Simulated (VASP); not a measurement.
Runs of VASP 6.6.1 on W. The structure is that of space group Pbcm (No. 57), or close to it. The cells are those of the table. 

```tsv
level	potentials or basis	spin	cell	k mesh	smearing	gap on the mesh (eV)	pressure (GPa)	largest force (eV/Å)
LDA	VASP PAW LDA potentials, release 64 (W_sv)	off	a = 2.847, b = 4.928, c = 4.988 Å, 4 atoms	9 × 6 × 6	fermi-dirac 0.05 eV	none	(b)	0.23
r2SCAN	VASP PAW PBE potentials, release 64 (W_sv)	off	a = 2.772, b = 4.798, c = 4.857 Å, 4 atoms	9 × 6 × 6	fermi-dirac 0.05 eV	none	(a)	0.19
LDA	VASP PAW LDA potentials, release 64 (W_sv)	off	a = 2.828, b = 4.896, c = 4.956 Å, 4 atoms	9 × 6 × 6	fermi-dirac 0.05 eV	none	-19.0	0.17
r2SCAN	VASP PAW PBE potentials, release 64 (W_sv)	off	a = 2.791, b = 4.831, c = 4.891 Å, 4 atoms	9 × 6 × 6	fermi-dirac 0.05 eV	none	-0.3	0.14
PBEsol	VASP PAW PBE potentials, release 64 (W_sv)	non-collinear, zero start, SOC	a = 2.810, b = 4.864, c = 4.924 Å, 4 atoms	8 × 5 × 5	gaussian 0.05 eV	-	-9.4	0.11
```

Alike in all rows: task single point; cutoff (eV) 520.

Task: Fill in the values left out.

Result: (a) 6.0; (b) -23.2.

Caveats: spin-orbit coupling is left out, which moves the levels of the heavy elements (at least some runs); the cell stands under tension (at least some runs); the PAW data sets were made with another functional, which shifts forces and pressure a little (at least some runs); the cell stands under pressure (at least some runs).

A k mesh can miss the band edges, and rows without SOC leave out spin-orbit coupling on W.

A gap of «none» marks levels without a gap at the run's occupations.
